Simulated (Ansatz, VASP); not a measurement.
**WS2: VASP beside Ansatz**

```xyz
3
Lattice="3.1239 0.0000 0.0000 -1.5620 2.7054 0.0000 0.0000 0.0000 16.9375" Properties=species:S:1:pos:R:3 pbc="T T T"
W     0.0000    1.8036    0.0000
S     1.5316    0.9018   15.3649
S     1.5924    0.9018    1.5726
```

Change from the starting cell: mode 4 frozen in at -0.030 Å and mode 9 at +0.000 Å (largest displacements).

Alike in both runs: task single point; functional PBEsol; dispersion D3(BJ); k mesh 12 × 12 × 2; occupations gaussian, width 0.05 eV; no spin polarisation.

|  | VASP | Ansatz |
| --- | --- | --- |
| version | VASP 6.6.1 | Ansatz 0.2.0 |
| potentials or method | VASP PAW PBE potentials, release 64 (W_sv, S), cutoff 520 eV | scalar-relativistic, plane waves, PAW |
| valence electrons in the cell | 26 | 26 |

|  | VASP | Ansatz | Ansatz less VASP |
| --- | --- | --- | --- |
| gap on the k mesh at the Fermi level (eV) | 1.99 | 1.99 | 0.000 |
| least direct gap on the mesh (eV) | 2.04 | 2.03 | -0.004 |
| rms of the force components (eV/Å) | 0.151 | 0.150 | -0.0008 |

VASP's potentials were made for PBE, not for PBEsol, and Ansatz warns of the same on its side. Atom by atom the forces differ by 0.010 eV/Å (rms over components).

Neither program's run includes spin-orbit coupling.
